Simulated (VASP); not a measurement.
# MnH2O2 (Pyrochroite) (P-3m1) in VASP: a series of runs

Runs on MnH2O2 (Pyrochroite). Level: PBEsol. Tasks: single point.

Everything below comes from runs of VASP 6.6.1. Logs are shortened: lines on timing, memory, paths and dates and some standing lists are left out, and cuts for length are marked.

### Step 1. The cell of the first run

It takes space group P-3m1 (No. 164, trigonal). Conventional cell: a = 3.228 Å, b = 3.228 Å, c = 4.450 Å, α = 90.00°, β = 90.00°, γ = 120.00°. Mn (site symmetry -3m) has 6 O at 2.12 Å and 6 H at 2.72 Å within 2.8 Å. Within 1.3 Å of O (site symmetry 3m) lie 1 H at 0.98 Å. H (site symmetry 3m) has 1 O at 0.98 Å within 1.3 Å.

### Step 2. Single point, PBEsol, collinear spin, ferromagnetic start (volume scaled by 0.98)

INCAR

```
  PREC = Accurate
  ENCUT = 520
  EDIFF = 1E-6
  ISMEAR = -1
  SIGMA = 0.05
  LREAL = F
  LASPH = T
  NELM = 150
  ALGO = Normal
  ISIF = 2
  LWAVE = F
  LCHARG = F
  ISPIN = 2
  MAGMOM = 4 0 0 0 0
  LORBIT = 11
  LMAXMIX = 4
  GGA = PS
  NBANDS = 26
```

KPOINTS

```
regular mesh
0
Gamma
  9 9 6
```

POSCAR

```
MnH2O2
1.0
    3.2281872622      0.0000000000      0.0000000000
   -1.6140936311      2.7956921773      0.0000000000
    0.0000000000      0.0000000000      4.4499319799
Mn O H
1 2 2
Direct
    0.0000000000      0.0000000000      0.0000000000
    0.6666666667      0.3333333333      0.7740000000
    0.3333333333      0.6666666667      0.2260000000
    0.6666666667      0.3333333333      0.5540000000
    0.3333333333      0.6666666667      0.4460000000
```

Potentials or basis: VASP PAW PBE potentials, release 64 (Mn_pv, O, H).

Run with:

```sh
$ cat potpaw_PBE.64/Mn_pv/POTCAR potpaw_PBE.64/O/POTCAR potpaw_PBE.64/H/POTCAR > POTCAR
$ mpirun -np 1 vasp_std > vasp.out
```

OUTCAR:

```text
PREC = Accurate
   ENCUT = 520
   EDIFF = 1E-6
   ISMEAR = -1
   LREAL = F
   LASPH = T
   NELM = 150
   ISIF = 2
   ISPIN = 2
   LORBIT = 11
   GGA = PS

 ion  position               nearest neighbor table
   1  0.000  0.000  0.000-   2 2.12   3 2.12   2 2.12   3 2.12   2 2.12   3 2.12
   2  0.667  0.333  0.774-   4 0.98   1 2.12   1 2.12   1 2.12
   3  0.333  0.667  0.226-   5 0.98   1 2.12   1 2.12   1 2.12
   4  0.667  0.333  0.554-   2 0.98
   5  0.333  0.667  0.446-   3 0.98

  LATTYP: Found a hexagonal cell.
 ALAT       =     3.2281872622
 C/A-ratio  =     1.3784615385

  Lattice vectors:

 A1 = (   3.2281872622,   0.0000000000,   0.0000000000)
 A2 = (  -1.6140936311,   2.7956921773,   0.0000000000)
 A3 = (   0.0000000000,   0.0000000000,   4.4499319799)

Analysis of symmetry for initial positions (statically):
=====================================================================
 Subroutine PRICEL returns:
 Original cell was already a primitive cell.

 Routine SETGRP: Setting up the symmetry group for a
 hexagonal supercell.

 Subroutine GETGRP returns: Found 12 space group operations
 (whereof 12 operations were pure point group operations)
 out of a pool of 24 trial point group operations.

The static configuration has the point symmetry D_3d.

Analysis of symmetry for dynamics (positions and initial velocities):
=====================================================================
 Subroutine PRICEL returns:
 Original cell was already a primitive cell.

 Routine SETGRP: Setting up the symmetry group for a
 hexagonal supercell.

 Subroutine GETGRP returns: Found 12 space group operations
 (whereof 12 operations were pure point group operations)
 out of a pool of 24 trial point group operations.

The dynamic configuration has the point symmetry D_3d.

Analysis of structural, dynamic, and magnetic symmetry:
=====================================================================
 Subroutine PRICEL returns:
 Original cell was already a primitive cell.

 Routine SETGRP: Setting up the symmetry group for a
 hexagonal supercell.

 Subroutine GETGRP returns: Found 12 space group operations
 (whereof 12 operations were pure point group operations)
 out of a pool of 24 trial point group operations.

The overall configuration has the point symmetry D_3d.

 Subroutine INISYM returns: Found 12 space group operations
 (whereof 12 operations are pure point group operations),
 and found     1 'primitive' translations

----------------------------------------------------------------------------------------

                                     Primitive cell

  volume of cell :      40.1607

  direct lattice vectors                    reciprocal lattice vectors
     3.228187262  0.000000000  0.000000000     0.309771373  0.178846585  0.000000000
    -1.614093631  2.795692177  0.000000000     0.000000000  0.357693171  0.000000000
     0.000000000  0.000000000  4.449931980     0.000000000  0.000000000  0.224722536

  length of vectors
     3.228187262  3.228187262  4.449931980     0.357693171  0.357693171  0.224722536

  position of ions in fractional coordinates (direct lattice)
     0.000000000  0.000000000  0.000000000
     0.666666667  0.333333333  0.774000000
     0.333333333  0.666666667  0.226000000
     0.666666667  0.333333333  0.554000000
     0.333333333  0.666666667  0.446000000

  ion indices of the primitive-cell ions
   primitive index   ion index
                 1           1
                 2           2
                 3           3
                 4           4
                 5           5

----------------------------------------------------------------------------------------

 KPOINTS: regular mesh

Automatic generation of k-mesh.
 Grid dimensions read from file:
 generate k-points for:    9    9    6

 Generating k-lattice:

  Cartesian coordinates                     Fractional coordinates (reciprocal lattice)
     0.034419041  0.019871843  0.000000000     0.111111111  0.000000000  0.000000000
     0.000000000  0.039743686  0.000000000     0.000000000  0.111111111  0.000000000
     0.000000000  0.000000000  0.037453756     0.000000000  0.000000000  0.166666667

  Length of vectors
     0.039743686  0.039743686  0.037453756

  Shift w.r.t. Gamma in fractional coordinates (k-lattice)
     0.000000000  0.000000000  0.000000000

 Subroutine IBZKPT returns following result:
 ===========================================

 Found     62 irreducible k-points:

 Following reciprocal coordinates:
            Coordinates               Weight
  0.000000  0.000000  0.000000      1.000000
  0.111111  0.000000  0.000000      6.000000
  0.222222  0.000000  0.000000      6.000000
  0.333333  0.000000  0.000000      6.000000
  0.444444  0.000000  0.000000      6.000000
  0.111111  0.111111  0.000000      6.000000
[... 16 lines left out ...]
  0.222222  0.111111  0.166667     12.000000
 -0.111111  0.333333  0.166667     12.000000
 [... further k-points ...]
   k-points           NKPTS =     62   k-points in BZ     NKDIM =     62   number of bands    NBANDS=     26
   number of dos      NEDOS =    301   number of ions     NIONS =      5
   total plane-waves  NPLWV =  20736
   dimension x,y,z NGX =    24 NGY =   24 NGZ =   36
   dimension x,y,z NGXF=    48 NGYF=   48 NGZF=   72
   ions per type =               1   2   2
   NGX,Y,Z   is equivalent  to a cutoff of  12.36, 12.36, 13.45 a.u.
   NGXF,Y,Z  is equivalent  to a cutoff of  24.72, 24.72, 26.90 a.u.
 SYSTEM =  unknown system
   PREC   = accura    normal or accurate (medium, high low for compatibility)
   ISTART =      0    job   : 0-new  1-cont  2-samecut
   ICHARG =      2    charge: 1-file 2-atom 10-const
   ISPIN  =      2    spin polarized calculation?
   LNONCOLLINEAR =      F non collinear calculations
   LSORBIT =      F    spin-orbit coupling
   LASPH  =      T    aspherical Exc in radial PAW
   ENCUT  =  520.0 eV  38.22 Ry    6.18 a.u.   6.00  6.00  8.27*2*pi/ulx,y,z
   NELM   =    150;   NELMIN=  2; NELMDL= -5     # of ELM steps
   EDIFF  = 0.1E-05   stopping-criterion for ELM
   LREAL  =      F    real-space projection
   EDIFFG = 0.1E-04   stopping-criterion for IOM
   NSW    =      0    number of steps for IOM
   IBRION =     -1    ionic relax: 0-MD 1-quasi-New 2-CG
   NFREE  =      0    steps in history (QN), initial steepest desc. (CG)
   ISIF   =      2    stress and relaxation
   ISYM   =      2    0-nonsym 1-usesym 2-fastsym
   POTIM  = 0.5000    time-step for ionic-motion
   TEBEG  =    0.0;   TEEND  =   0.0 temperature during run
   PSTRESS=    0.0 pullay stress
   NELECT =      27.0000    total number of electrons
   NUPDOWN=      -1.0000    fix difference up-down
   EMIN   =  10.00;   EMAX   =-10.00  energy-range for DOS
   EFERMI =   0.00;   METHOD = LEGACY
   ISMEAR =    -1;   SIGMA  =   0.05  broadening in eV -4-tet -1-fermi 0-gaus
   EFERMI_NEDOS =   21; number of points for ismear=-14 and -15
   IALGO  =     38    algorithm
   IMIX   =      4    mixing-type and parameters
     AMIX     =   0.40;   BMIX     =  1.00
     AMIX_MAG =   1.60;   BMIX_MAG =  1.00
  volume/ion in A,a.u.               =       8.03        54.20
  Fermi-wavevector in a.u.,A,eV,Ry     =   1.434153  2.710157 27.984408  2.056796
  Thomas-Fermi vector in A             =   2.553593
   LORBIT       =     11    0 simple, 1 ext, 2 COOP (PROOUT), +10 PAW based schemes
   GGA     = PS    functional components
   LHFCALC =     F    Hartree Fock is set to
   AEXX    =    0.0000 exact exchange contribution
   IVDW    =     0    specifies the selected vdW correction
   LEPSILON=     F    determine dielectric tensor
   LRPA    =     F    only Hartree local field effects (RPA)
 spin polarized calculation
  energy-cutoff  :      520.00
  volume of cell :       40.16
 maximum number of plane-waves:      1104
   NGX = 13   NGY = 13   NGZ = 17

 number of electron      27.0000011 magnetization       5.0000243

 Free energy of the ion-electron system (eV)
  ---------------------------------------------------
  ext. energy  EPLUGINS =         0.00000000
  ---------------------------------------------------
  free energy    TOTEN  =       -32.05935392 eV

  energy without entropy =      -32.05893683  energy(sigma->0) =      -32.05914538

 E-fermi :   5.5262     XC(G=0): -10.8667

 val. band max:        5.5024226274   @ k =   0.0000   0.0000   0.0000
 cond. band min:       5.9054048814   @ k =   0.0000   0.0000   0.1667
 fundamental gap:      0.4029822540
 Fermi energy:         5.5262395479

 spin component 1

 k-point     1 :       0.0000    0.0000    0.0000
  band No.  band energies     occupation
      1     -44.7896      1.00000
      2     -44.6872      1.00000
      3     -44.6872      1.00000
      4     -16.8656      1.00000
      5     -15.3473      1.00000
      6      -5.5900      1.00000
[... 661 lines left out ...]
     24      20.0398      0.00000
     25      21.6405      0.00000

 [... further k-points ...]

 spin component 2

 k-point     1 :       0.0000    0.0000    0.0000
  band No.  band energies     occupation
      1     -40.0334      1.00000
      2     -39.9135      1.00000
      3     -39.9135      1.00000
      4     -16.6209      1.00000
      5     -15.1278      1.00000
      6      -5.1960      1.00000
[... 661 lines left out ...]
     24      21.2281      0.00000
     25      22.3530      0.00000

 [... further k-points ...]

 [bands above 25 left out]

------------------------ aborting loop because EDIFF is reached ----------------------------------------

  FORCE on cell =-STRESS in cart. coord.  units (eV):
  Direction    XX          YY          ZZ          XY          YZ          ZX
  --------------------------------------------------------------------------------------
  -------------------------------------------------------------------------------------
  Total        2.5398570      2.5398570      2.3590490      0.0000000      0.0000000      0.0000000
  in kB      101.3254178    101.3254178     94.1122361      0.0000000      0.0000000      0.0000000
  external PRESSURE =      98.9210239 kB  Pullay stress =       0.0000000 kB

 VOLUME and BASIS-vectors are now :
 -----------------------------------------------------------------------------
  energy-cutoff  :      520.00
  volume of cell :       40.16
      direct lattice vectors                 reciprocal lattice vectors
     3.228187262  0.000000000  0.000000000     0.309771373  0.178846585  0.000000000
    -1.614093631  2.795692177  0.000000000     0.000000000  0.357693171  0.000000000
     0.000000000  0.000000000  4.449931980     0.000000000  0.000000000  0.224722536

 POSITION                                       TOTAL-FORCE (eV/Angst)
 -----------------------------------------------------------------------------------
      0.00000      0.00000      0.00000        -0.000000      0.000000      0.000000
      1.61409      0.93190      3.44425         0.000000     -0.000000     -0.686703
     -0.00000      1.86379      1.00568        -0.000000     -0.000000      0.686703
      1.61409      0.93190      2.46526         0.000000      0.000000     -0.184684
     -0.00000      1.86379      1.98467        -0.000000      0.000000      0.184684
 -----------------------------------------------------------------------------------
    total drift:                               -0.000000      0.000000      0.000000

  FREE ENERGIE OF THE ION-ELECTRON SYSTEM (eV)
  ---------------------------------------------------
  free  energy   TOTEN  =       -32.0593539206 eV

  energy  without entropy=      -32.0589368332  energy(sigma->0) =      -32.05914538

 total charge

# of ion       s       p       d       tot
------------------------------------------
    1        0.220   6.218   4.986  11.423
    2        1.556   3.563   0.000   5.118
    3        1.556   3.563   0.000   5.118
    4        0.605   0.124   0.000   0.730
    5        0.605   0.124   0.000   0.730
--------------------------------------------------
tot          4.542  13.592   4.986  23.120

 magnetization (x)

# of ion       s       p       d       tot
------------------------------------------
    1        0.026   0.028   4.409   4.463
    2        0.019   0.081   0.000   0.100
    3        0.019   0.081   0.000   0.100
    4        0.007   0.003   0.000   0.010
    5        0.007   0.003   0.000   0.010
--------------------------------------------------
tot          0.078   0.197   4.409   4.684
```

Wall time 2.7 min (1 thread of Intel Xeon 8259CL, shared host); peak memory 0.24 GiB.

Results:

| Item | Value |
| --- | --- |
| Free energy | -32.0594 eV |
| Pressure | 9.9 GPa |
| Largest force | 0.687 eV/Å |
| Net moment | 5.00 μB per cell |
| Site moments | Mn +4.46; O +0.10; H +0.01 μB |
| Valence electrons inside the program's atomic spheres | Mn 11.42; O 5.12; H 0.73 |

Forces in eV/Å, atoms in the order of the input:
```
Mn   0.000  0.000  0.000
O    0.000  0.000 -0.687
O    0.000  0.000  0.687
H    0.000  0.000 -0.185
H    0.000  0.000  0.185
```

Caveat: the cell differs from its parent crystal (volume scaled by 0.98); the PAW data sets were made with another functional, which shifts forces and pressure a little; a cell with one magnetic atom can't hold antiferromagnetic order, which such compounds often take.

### Step 3. Single point, PBEsol, collinear spin, ferromagnetic start

This run uses another cell than the first one, of 8.20 Å³/atom, 1.020 times its volume.

INCAR

```
SYSTEM = MnH2O2
  PREC = Accurate
  ENCUT = 520
  EDIFF = 1E-7
  ISMEAR = -1
  SIGMA = 0.05
  LREAL = .FALSE.
  LASPH = .TRUE.
  NELM = 150
  ALGO = Normal
  ISIF = 2
  LWAVE = .FALSE.
  LCHARG = .TRUE.
  ISPIN = 2
  MAGMOM = 4 0 0 0 0
  LORBIT = 11
  LMAXMIX = 4
  GGA = PS
  LELF = .TRUE.
  LVHAR = .TRUE.
  NBANDS = 26
```

KPOINTS

```
Automatic mesh
0
G
  9 9 6
  0 0 0
```

Changes to POSCAR since step 2:

```diff
@@ -2,5 +2,5 @@
 1.0
-    3.2281872622      0.0000000000      0.0000000000
-   -1.6140936311      2.7956921773      0.0000000000
-    0.0000000000      0.0000000000      4.4499319799
+    3.2500000000      0.0000000000      0.0000000000
+   -1.6250000000      2.8145825623      0.0000000000
+    0.0000000000      0.0000000000      4.4800000000
 Mn O H
```

Potentials or basis: VASP PAW PBE potentials, release 64 (Mn_pv, O, H).

Run with:

```sh
$ cat potpaw_PBE.64/Mn_pv/POTCAR potpaw_PBE.64/O/POTCAR potpaw_PBE.64/H/POTCAR > POTCAR
$ mpirun -np 1 vasp_std > vasp.out
```

It took 3.7 min on 1 thread of Intel Xeon 8259CL, shared host; peak memory 0.24 GiB.

Results (log left out):

```yaml
Free_energy: -32.1030 eV
Pressure: 6.5 GPa
Largest_force: 0.816 eV/Å
Net_moment: 5.00 μB per cell
Site_moments: Mn +4.47; O +0.10; H +0.01 μB
Valence_electrons_inside_the_program's_atomic_spheres: Mn 11.40; O 5.11; H 0.72
```

Forces in eV/Å, atoms in the order of the input:
```
Mn   0.000  0.000  0.000
O    0.000  0.000 -0.816
O    0.000  0.000  0.816
H    0.000  0.000  0.115
H    0.000  0.000 -0.115
```

Stress tensor (GPa, compression positive):
```
7.28 0.00 0.00
0.00 7.28 0.00
0.00 0.00 5.03
```

Levels at points of the mesh, in eV from the Fermi level:
Spin up:
```
           k point  band 14  band 15  band 16  band 17  band 18  band 19
(0.00, 0.00, 0.00)    -2.59    -0.32    -0.32    -0.02     3.54     8.84
(0.00, 0.00, 0.50)    -2.67    -0.14    -0.14     1.92     4.01     8.13
```
Spin down:
```tsv
k point	band 7	band 8	band 9	band 10	band 11	band 12	band 13	band 14	band 15	band 16
(0.00, 0.00, 0.00)	-6.87	-5.51	-5.51	-3.90	-3.90	0.48	1.51	1.51	1.73	3.21
(0.00, 0.00, 0.50)	-8.50	-5.35	-5.35	-4.13	-4.13	1.32	1.45	1.45	2.46	3.39
```

Caveat: the PAW data sets were made with another functional, which shifts forces and pressure a little; a cell with one magnetic atom can't hold antiferromagnetic order, which such compounds often take.

### Step 4. Single point, PBEsol, collinear spin, ferromagnetic start (volume scaled by 1.02)

INCAR

```
SYSTEM = MnH2O2
PREC     = Accurate       ! precision mode
ENCUT    = 520            ! plane-wave cutoff, eV
EDIFF    = 1E-6           ! SCF threshold, eV
ISMEAR   = -1             ! smearing method
SIGMA    = 0.05           ! smearing width, eV
LREAL    = .FALSE.        ! projectors in reciprocal space
LASPH    = .TRUE.         ! aspherical terms in the spheres
NELM     = 150            ! most SCF steps
ALGO     = Normal         ! electronic algorithm
ISIF     = 2              ! what is computed and relaxed
LWAVE    = .FALSE.        ! write WAVECAR
LCHARG   = .TRUE.         ! write CHGCAR
ISPIN    = 2              ! spin polarisation
MAGMOM   = 4 0 0 0 0      ! initial moments
LORBIT   = 11             ! projections on sites
LMAXMIX  = 4              ! l up to which the mixer works
GGA      = PS             ! functional
LELF     = .TRUE.         ! ELF
LVHAR    = .TRUE.       
NBANDS   = 26             ! bands
```

KPOINTS

```
regular mesh
0
G
  9 9 6
  0 0 0
```

Changes to POSCAR since step 3:

```diff
@@ -2,5 +2,5 @@
 1.0
-    3.2500000000      0.0000000000      0.0000000000
-   -1.6250000000      2.8145825623      0.0000000000
-    0.0000000000      0.0000000000      4.4800000000
+    3.2715238061      0.0000000000      0.0000000000
+   -1.6357619030      2.8332227251      0.0000000000
+    0.0000000000      0.0000000000      4.5096697388
 Mn O H
```

Run with:

```sh
$ cat potpaw_PBE.64/Mn_pv/POTCAR potpaw_PBE.64/O/POTCAR potpaw_PBE.64/H/POTCAR > POTCAR
$ mpirun -np 1 vasp_std > vasp.out
```

Wall time 3.1 min (1 thread of Intel Xeon 8259CL, shared host); peak memory 0.24 GiB.

Results (log left out):

```
Free energy                                           : -32.1301 eV
Pressure                                              : 3.5 GPa
Largest force                                         : 0.941 eV/Å
Net moment                                            : 5.00 μB per cell
Site moments                                          : Mn +4.48; O +0.10; H +0.01 μB
Valence electrons inside the program's atomic spheres : Mn 11.38; O 5.09; H 0.71
```

Forces in eV/Å, atoms in the order of the input:
```
Mn   0.000  0.000  0.000
O    0.000  0.000 -0.941
O    0.000  0.000  0.941
H    0.000  0.000  0.398
H    0.000  0.000 -0.398
```

Stress tensor (GPa, compression positive):
```
4.72 0.00 0.00
0.00 4.72 0.00
0.00 0.00 1.05
```

Levels at points of the mesh, in eV from the Fermi level:
Spin up:
```tsv
k point	band 13	band 14	band 15	band 16	band 17	band 18	band 19	band 20
(0.00, 0.00, 0.00)	-2.68	-2.55	-0.32	-0.32	-0.02	3.62	8.73	12.07
(0.00, 0.00, 0.50)	-2.71	-2.61	-0.15	-0.15	1.96	3.95	8.11	8.99
```
Spin down:
```
           k point  band 9  band 10  band 11  band 12  band 13  band 14
(0.00, 0.00, 0.00)   -5.34    -3.78    -3.78     0.50     1.57     1.57
(0.00, 0.00, 0.50)   -5.18    -4.00    -4.00     1.39     1.52     1.52
```

Caveat: the cell differs from its parent crystal (volume scaled by 1.02); the PAW data sets were made with another functional, which shifts forces and pressure a little; a cell with one magnetic atom can't hold antiferromagnetic order, which such compounds often take.

[end of part 1 of 2]
